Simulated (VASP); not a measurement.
## In: single point with PBE

The system is In.

```xyz
4
Lattice="3.4397 0.0000 0.0000 -1.7199 2.9789 0.0000 0.0000 0.0000 11.1732" Properties=species:S:1:pos:R:3 pbc="T T T"
In    1.7199    2.9789    0.0000
In    1.7199    2.9789    5.5866
In    0.0000    1.9859    2.7933
In    1.7199    0.9930    8.3799
```

This cell differs from its parent crystal: volume scaled by 1.04.

| Item | Value |
| --- | --- |
| Program | VASP 6.6.1 |
| Task | single point |
| Functional | PBE |
| Potentials or basis | VASP PAW PBE potentials, release 64 (In_d) |
| Cutoff | 520 eV |
| k mesh | 12 × 12 × 4 |
| Occupations | fermi-dirac, width 0.1 eV |
| Spin | no spin polarisation |
| Dipole correction | no |
| Further INCAR settings | ALGO = Normal; EDIFF = 1e-06; NBANDS = 34 |

```yaml
Pressure: -1.3 GPa
Band_gap_on_the_k_mesh: zero (band 26 reaches 9.87 eV, above the bottom of band 27 at 5.43 eV)
```

Levels at points of the mesh, in eV from the Fermi level:
| k point | band 23 | band 24 | band 25 | band 26 | band 27 | band 28 | band 29 | band 30 |
| --- | --- | --- | --- | --- | --- | --- | --- | --- |
| (0.00, 0.00, 0.00) | -7.62 | -4.20 | -2.97 | 2.99 | 3.00 | 7.72 | 7.72 | 8.50 |
| (0.50, 0.00, 0.00) | -3.52 | -2.97 | -2.71 | -2.46 | 0.16 | 0.36 | 1.40 | 2.26 |
| (0.00, 0.00, 0.50) | -6.00 | -6.00 | -0.53 | -0.53 | 6.97 | 6.97 | 7.95 | 7.95 |
| (0.50, 0.00, 0.50) | -3.68 | -3.68 | -1.49 | -1.49 | -1.10 | -1.10 | 3.31 | 3.31 |

It took 110 s on 1 thread of Intel(R) Xeon(R) 6975P-C (Granite Rapids), on a shared host, peak memory 0.34 GiB.

Caveat: spin-orbit coupling is left out, which moves the levels of the heavy elements.
